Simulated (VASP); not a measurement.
Set up this calculation in VASP 6.6.1, as the native input.

```
Task                   : single point
Functional             : PBE
Potentials or basis    : VASP PAW PBE potentials, release 64 (Mg_sv, O)
Cutoff                 : 840 eV
k mesh                 : 9 × 9 × 9
Occupations            : gaussian, width 0.05 eV
Spin                   : no spin polarisation
Dipole correction      : no
Further INCAR settings : ALGO = Normal; EDIFF = 1e-06; NBANDS = 15
```

The structure of MgO lies in POSCAR:

```
MgO
1.0
    0.0000000000      2.1610000000      2.1610000000
    2.1610000000      0.0000000000      2.1610000000
    2.1610000000      2.1610000000      0.0000000000
Mg O
1 1
Direct
    0.0000000000      0.0000000000      0.0000000000
    0.5000000000      0.5000000000      0.5000000000
```

These files were run (other wordings do the same):

INCAR

```
ALGO = Normal ; EDIFF = 1E-6
ENCUT = 840 ; GGA = PE
GGA_COMPAT = F ; ISIF = 2
ISMEAR = 0 ; LASPH = T
LCHARG = T ; LELF = T
LREAL = F ; LVHAR = T
LWAVE = F ; NBANDS = 15
NELM = 120 ; PREC = Accurate
SIGMA = 0.05
```

KPOINTS

```
k-points
0
Gamma
  9 9 9
```

Potentials or basis: VASP PAW PBE potentials, release 64 (Mg_sv, O).

Command:

```bash
$ cat potpaw_PBE.64/Mg_sv/POTCAR potpaw_PBE.64/O/POTCAR > POTCAR
$ mpirun -np 1 vasp_std > vasp.out
```

It gave:

The pressure is -6.5 GPa and the band gap on the k mesh is 4.03 eV.

Caveat: the cell stands under tension.

Run time: 19 s on 1 thread of Intel(R) Xeon(R) Platinum 8259CL CPU @ 2.50GHz (Skylake/Cascade Lake) (shared host), peak memory 0.17 GiB.
